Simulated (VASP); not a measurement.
# Al3GaN4 (Cmm2) in VASP: notebook, part 2 of 2

VASP 6.6.1.

## 4. Single point, PBEsol (strain +0.0750 x Voigt [0, 0, 0, 0, 1, 0])

File INCAR:

```
SYSTEM = Al3GaN4
  PREC = Accurate
  ENCUT = 520
  EDIFF = 1E-6
  ISMEAR = 0
  SIGMA = 0.05
  LREAL = .FALSE.
  LASPH = .TRUE.
  NELM = 80
  ALGO = Normal
  ISIF = 2
  LWAVE = .FALSE.
  LCHARG = .FALSE.
  GGA = PS
  NBANDS = 31
```

File KPOINTS:

```
Automatic mesh
0
G
  6 6 6
  0 0 0
```

File POSCAR:

```
Al3GaN4
1.0
    4.4069948390      0.0000000000      0.1652623065
    0.0000000000      4.4069948390      0.0000000000
    0.1652623065      0.0000000000      4.4069948390
Al Ga N
3 1 4
Direct
    0.5000000000      0.5000000000      0.0000000000
    0.5000000000      0.0000000000      0.5000000000
    0.0000000000      0.5000000000      0.5000000000
    0.0000000000      0.0000000000      0.0000000000
    0.7447077168      0.7447077168      0.2552922832
    0.7447077168      0.2552922832      0.7447077168
    0.2552922832      0.7447077168      0.7447077168
    0.2552922832      0.2552922832      0.2552922832
```

Potentials or basis: VASP PAW PBE potentials, release 64 (Al, Ga_d, N).

On the command line:

```bash
$ cat potpaw_PBE.64/Al/POTCAR potpaw_PBE.64/Ga_d/POTCAR potpaw_PBE.64/N/POTCAR > POTCAR
$ mpirun -np 1 vasp_std > vasp.out
```

OUTCAR:

```text
SYSTEM = Al3GaN4
   PREC = Accurate
   ENCUT = 520
   EDIFF = 1E-6
   ISMEAR = 0
   LREAL = .FALSE.
   LASPH = .TRUE.
   NELM = 80
   ISIF = 2
   GGA = PS

 ion  position               nearest neighbor table
   1  0.500  0.500  0.000-   6 1.85   8 1.85   7 1.94   5 1.94   3 3.00   3 3.00   2 3.12   2 3.12
                             2 3.12   4 3.12   2 3.12   4 3.12   4 3.12   4 3.12   3 3.23   3 3.23
   2  0.500  0.000  0.500-   5 1.85   7 1.85   6 1.94   8 1.94   4 3.00   4 3.00   1 3.12   1 3.12
                             1 3.12   3 3.12   1 3.12   3 3.12   3 3.12   3 3.12
   3  0.000  0.500  0.500-   6 1.85   8 1.85   7 1.94   5 1.94   1 3.00   1 3.00   2 3.12   4 3.12
                             2 3.12   4 3.12   4 3.12   4 3.12   2 3.12   2 3.12   1 3.23   1 3.23
   4  0.000  0.000  0.000-   5 1.90   7 1.90   6 2.00   8 2.00   2 3.00   2 3.00   1 3.12   3 3.12
                             1 3.12   3 3.12   3 3.12   1 3.12   3 3.12   1 3.12
   5  0.745  0.745  0.255-   2 1.85   4 1.90   3 1.94   1 1.94
   6  0.745  0.255  0.745-   1 1.85   3 1.85   2 1.94   4 2.00
   7  0.255  0.745  0.745-   2 1.85   4 1.90   3 1.94   1 1.94
   8  0.255  0.255  0.255-   1 1.85   3 1.85   2 1.94   4 2.00

  LATTYP: Found a base centered orthorhombic cell.
 ALAT       =     5.9987156754
 B/A-ratio  =     1.0779220779
 C/A-ratio  =     0.7346563960

[... 206 lines left out ...]
      5      -6.9891      2.00000
      6      -6.9884      2.00000
[... 805 lines left out ...]
     30      16.1481      0.00000
     31      16.8309      0.00000

 [... further k-points ...]

------------------------ aborting loop because EDIFF is reached ----------------------------------------

  FORCE on cell =-STRESS in cart. coord.  units (eV):
  Direction    XX          YY          ZZ          XY          YZ          ZX
  --------------------------------------------------------------------------------------
  -------------------------------------------------------------------------------------
  Total        0.8713235      0.4850972      0.8713235      0.0000000      0.0000000     -8.6530276
  in kB       16.3332841      9.0933288     16.3332841      0.0000000      0.0000000   -162.2042402
  external PRESSURE =      13.9199657 kB  Pullay stress =       0.0000000 kB

 VOLUME and BASIS-vectors are now :
 -----------------------------------------------------------------------------
  energy-cutoff  :      520.00
  volume of cell :       85.47
      direct lattice vectors                 reciprocal lattice vectors
     4.406994839  0.000000000  0.165262307     0.227231541  0.000000000 -0.008521183
     0.000000000  4.406994839  0.000000000     0.000000000  0.226911997  0.000000000
     0.165262307  0.000000000  4.406994839    -0.008521183  0.000000000  0.227231541

 POSITION                                       TOTAL-FORCE (eV/Angst)
 -----------------------------------------------------------------------------------
      2.20350      2.20350      0.08263         0.000000      0.652550      0.000000
      2.28613      0.00000      2.28613         0.000000      0.735927      0.000000
      0.08263      2.20350      2.20350         0.000000      0.652550      0.000000
      0.00000      0.00000      0.00000         0.000000      0.683530      0.000000
      3.32411      3.28192      1.24814         0.043942     -0.674461     -0.043942
      3.40500      1.12507      3.40500        -0.048172     -0.687819     -0.048172
      1.24814      3.28192      3.32411        -0.043942     -0.674461      0.043942
      1.16726      1.12507      1.16726         0.048172     -0.687819      0.048172
 -----------------------------------------------------------------------------------
    total drift:                               -0.000000      0.000901     -0.000000

  FREE ENERGIE OF THE ION-ELECTRON SYSTEM (eV)
  ---------------------------------------------------
  free  energy   TOTEN  =       -59.6265263040 eV

  energy  without entropy=      -59.6265263040  energy(sigma->0) =      -59.62652630
```

OSZICAR:

```text
N       E                     dE             d eps       ncg     rms          rms(c)
DAV:   1     0.313749506178E+03    0.31375E+03   -0.19545E+04  3640   0.168E+03
DAV:   2    -0.235404478528E+02   -0.33729E+03   -0.31225E+03  3682   0.444E+02
DAV:   3    -0.666363947879E+02   -0.43096E+02   -0.42477E+02  3690   0.126E+02
DAV:   4    -0.683797748428E+02   -0.17434E+01   -0.17362E+01  4301   0.284E+01
DAV:   5    -0.684200936814E+02   -0.40319E-01   -0.40299E-01  3853   0.397E+00    0.162E+01
DAV:   6    -0.596223806691E+02    0.87977E+01   -0.26597E+01  5118   0.526E+01    0.559E+00
DAV:   7    -0.597161300647E+02   -0.93749E-01   -0.28494E+00  3873   0.104E+01    0.399E+00
DAV:   8    -0.596544147103E+02    0.61715E-01   -0.43030E-01  4331   0.574E+00    0.963E-01
DAV:   9    -0.596264010180E+02    0.28014E-01   -0.96868E-02  5022   0.401E+00    0.480E-01
DAV:  10    -0.596263858389E+02    0.15179E-04   -0.13827E-02  3901   0.649E-01    0.195E-01
DAV:  11    -0.596265259859E+02   -0.14015E-03   -0.69204E-04  5073   0.229E-01    0.207E-02
DAV:  12    -0.596265262198E+02   -0.23398E-06   -0.96254E-05  3959   0.817E-02    0.154E-02
DAV:  13    -0.596265263040E+02   -0.84143E-07   -0.67957E-06  4602   0.275E-02
   1 F= -.59626526E+02 E0= -.59626526E+02  d E =-.190910E-18
```

stdout:

```text
POSCAR found type information on POSCAR AlGaN
 POSCAR found :  3 types and       8 ions
 scaLAPACK will be used
 -----------------------------------------------------------------------------
|                                                                             |
|                                                                             |
|     You enforced a specific xc type in the INCAR file but a different       |
|     I HOPE YOU KNOW WHAT YOU ARE DOING!                                     |
|                                                                             |
 -----------------------------------------------------------------------------

 LDA part: xc-table for (Slater+PW92), standard interpolation
 POSCAR, INCAR and KPOINTS ok, starting setup
 FFT: planning ... GRIDC
 FFT: planning ... GRID_SOFT
 FFT: planning ... GRID
 WAVECAR not read
 entering main loop
```

Wall time 2.3 min (1 thread of Intel Xeon Platinum 8259CL at 2.50GHz (Skylake/Cascade Lake), shared host); peak memory 0.27 GiB.

Results:

```
Free energy            : -59.6265 eV
Pressure               : 1.4 GPa
Largest force          : 0.736 eV/Å
Band gap on the k mesh : 2.96 eV, direct
```

Forces on the atoms (eV/Å):
```
Al   0.000  0.653  0.000
Al   0.000  0.736  0.000
Al   0.000  0.653  0.000
Ga   0.000  0.684  0.000
N    0.044 -0.674 -0.044
N   -0.048 -0.688 -0.048
N   -0.044 -0.674  0.044
N    0.048 -0.688  0.048
```

Caveat: the cell differs from its parent crystal (strain +0.0750 x Voigt [0, 0, 0, 0, 1, 0]); the PAW data sets were made with another functional, which shifts forces and pressure a little. A k mesh can miss the band edges.

## 5. The runs side by side

```tsv
cell	gap on the mesh (eV)	pressure (GPa)	largest force (eV/Å)
a = 4.413, b = 4.407 Å, angles 90.0, 95.7, 90.0°, 8 atoms	2.78	2.5	0.99
a = 4.411, b = 4.407 Å, angles 90.0, 85.0, 90.0°, 8 atoms	2.88	1.9	0.86
a = 4.410, b = 4.407 Å, angles 90.0, 85.7, 90.0°, 8 atoms	2.96	1.4	0.74
```

Alike in all rows: task single point; level PBEsol; potentials or basis VASP PAW PBE potentials, release 64 (Al, Ga_d, N); no spin polarisation; k mesh 6 × 6 × 6; cutoff (eV) 520; smearing gaussian 0.05 eV.

Caveats: the PAW data sets were made with another functional, which shifts forces and pressure a little.

Absolute energies hang on the potentials; compare differences alone.
